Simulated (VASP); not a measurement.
Here is a VASP 6.6.1 calculation.

Contents of INCAR:

```
SYSTEM = Rb
PREC = Accurate ; ENCUT = 520
EDIFF = 1E-6 ; ISMEAR = 0
SIGMA = 0.1 ; LREAL = .FALSE.
LASPH = .TRUE. ; NELM = 100
ALGO = Normal ; ISIF = 2
LWAVE = .FALSE. ; LCHARG = .FALSE.
GGA = PE ; IVDW = 12
NBANDS = 46
```

KPOINTS

```
Automatic mesh
0
G
  4 4 4
  0 0 0
```

POSCAR

```
Rb
1.0
   11.9783690000     -3.9197390000      0.0000000000
   11.9783690000      3.9197390000      0.0000000000
   -2.2298860000      0.0000000000      7.6898720000
Rb
8
Direct
    0.8276390000      0.3005690000      0.5591810000
    0.6994310000      0.1723610000      0.9408190000
    0.4631930000      0.9144290000      0.6862050000
    0.1723610000      0.6994310000      0.4408190000
    0.5368070000      0.0855710000      0.3137950000
    0.0855710000      0.5368070000      0.8137950000
    0.3005690000      0.8276390000      0.0591810000
    0.9144290000      0.4631930000      0.1862050000
```

Potentials or basis: VASP PAW PBE potentials, release 64 (Rb_sv).

Command:

```bash
$ cat potpaw_PBE.64/Rb_sv/POTCAR > POTCAR
$ mpirun -np 1 vasp_std > vasp.out
```

Problem. Estimate the band gap on the k mesh.

Solution. Zero (bands 36 and 37 overlap by 0.85 eV).

Problem. Estimate the largest force.

Solution. 0.032 eV/Å.

Problem. Predict the pressure.

Solution. -0.1 GPa.

Stress tensor (GPa, compression positive):
```
-0.09  0.00 -0.08
 0.00 -0.11  0.00
-0.08  0.00 -0.24
```
